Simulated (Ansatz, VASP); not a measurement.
# As: VASP beside Ansatz

```xyz
2
Lattice="3.6188 0.0000 0.0000 -1.8094 3.1340 0.0000 0.0000 0.0000 22.5000" Properties=species:S:1:pos:R:3 pbc="T T T"
As    0.0000    0.0000   13.6371
As    0.0000    2.0893   14.9934
```

Alike in both runs: task single point; functional r2SCAN; dispersion rVV10; k mesh 12 × 12 × 1; occupations gaussian, width 0.04 eV; no spin polarisation.

|  | VASP | Ansatz |
| --- | --- | --- |
| version | VASP 6.6.1 | Ansatz 0.2.0 |
| potentials or method | VASP PAW PBE potentials, release 64 (As), cutoff 440 eV | scalar-relativistic, plane waves, PAW |
| valence electrons in the cell | 10 | 30 |

VASP gave:

```
gap on the k mesh at the Fermi level (eV) : 2.09
least direct gap on the mesh (eV)         : 2.31
rms of the force components (eV/Å)        : 0.060
```

**Question.** What did Ansatz give for the same quantities?

**Answer.** gap on the k mesh at the Fermi level (eV): 2.09; least direct gap on the mesh (eV): 2.34; rms of the force components (eV/Å): 0.004.

VASP's potentials were made for PBE, not for r2SCAN. Atom by atom the forces differ by 0.055 eV/Å (rms over components). VASP's potentials hold 10 valence electrons a cell and Ansatz's 30, so a difference there can come from the potentials and not from the codes. Ansatz's warnings: xc potential rough in thin density.
